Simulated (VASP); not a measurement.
Here is a VASP 6.6.1 calculation.

INCAR

```
SYSTEM = Pt
PREC = Accurate
ENCUT = 570
EDIFF = 1E-6
ISMEAR = 0
SIGMA = 0.15
LREAL = .False.
LASPH = .True.
NELM = 200
ALGO = Normal
ISIF = 2
LWAVE = .False.
LCHARG = .False.
ISPIN = 2
MAGMOM = 0.3 0.3
LORBIT = 11
NUPDOWN = 0.6
LMAXMIX = 4
NBANDS = 29
GGA_COMPAT = .False.
```

The input KPOINTS:

```
Automatic mesh
0
Gamma
  21 21 10
  0 0 0
```

POSCAR

```
Pt
1.0
    2.7872338290      0.0000000000      0.0000000000
   -1.3936169145      2.4138153022      0.0000000000
    0.0000000000      0.0000000000      4.8128176121
Pt
2
Direct
    0.6666666667      0.3333333333      0.7500000000
    0.3333333333      0.6666666667      0.2500000000
```

Potentials or basis: VASP PAW LDA potentials, release 64 (Pt_sv_GW).

Launch:

```bash
$ cat potpaw_LDA.64/Pt_sv_GW/POTCAR > POTCAR
$ mpirun -np 1 vasp_std > vasp.out
```

Question: Predict the pressure.

Answer: -20.5 GPa.

Stress tensor (GPa, compression positive):
```
-20.66   0.00   0.00
  0.00 -20.66   0.00
  0.00   0.00 -20.31
```

Caveat: the cell stands under tension; the total moment is fixed, so each spin has its own Fermi level and the state may be an excited one.
